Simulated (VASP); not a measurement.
The system is CaO.

```
Ca O
1.0
     0.00000    2.60673    2.60673
     2.60673    0.00000    2.60673
     2.60673    2.60673    0.00000
Ca O
1 1
Direct
  0.00000 0.00000 0.00000
  0.25000 0.25000 0.25000
```

Base run:

- Program: VASP 6.6.1
- Functional: r2SCAN
- Potentials or basis: VASP PAW PBE potentials, release 64 (Ca_sv, O)
- Cutoff: 520 eV
- k mesh: 6 × 6 × 6
- Occupations: gaussian, width 0.01 eV
- Spin: no spin polarisation

Its results: band gap on the k mesh 3.73 eV, indirect (least direct gap 4.36 eV); pressure 0.9 GPa.

**Question.** The run is repeated on the same cell with these changes: functional from r2SCAN to PBE. What comes out?

**Answer.** Band gap on the k mesh 3.33 eV, indirect (least direct gap 3.95 eV); pressure 1.9 GPa.

r2SCAN gives the wider gap, since meta-GGAs in the generalised Kohn-Sham scheme recover part of the derivative discontinuity.

Caveats: the PAW data sets were made with another functional, which shifts forces and pressure a little (some runs).

A k mesh can miss the band edges.
